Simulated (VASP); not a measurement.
A run of VASP 6.6.1 is set up as follows.

File INCAR:

```
PREC = Accurate
ENCUT = 520
EDIFF = 1E-6
ISMEAR = 0
SIGMA = 0.15
LREAL = F
LASPH = T
NELM = 100
ALGO = Fast
ISIF = 2
LWAVE = F
LCHARG = T
GGA = CA
LELF = T
LVHAR = T
NBANDS = 10
```

The input KPOINTS:

```
regular mesh
0
Gamma
  14 14 14
```

Contents of POSCAR:

```
Rb
1.0
   -2.3944063018      2.3944063018      3.2286174573
    2.3944063018     -2.3944063018      3.2286174573
    2.3944063018      2.3944063018     -3.2286174573
Rb
1
Direct
    0.0000000000      0.0000000000      0.0000000000
```

Potentials or basis: VASP PAW LDA potentials, release 64 (Rb_sv).

Launch:

```bash
$ cat potpaw_LDA.64/Rb_sv/POTCAR > POTCAR
$ mpirun -np 1 vasp_std > vasp.out
```

Question: Estimate the band gap on the k mesh.

Answer: Zero (an odd number of electrons rules out a gap without spin polarisation).

Question: What does it give for the pressure?

Answer: 0.2 GPa.
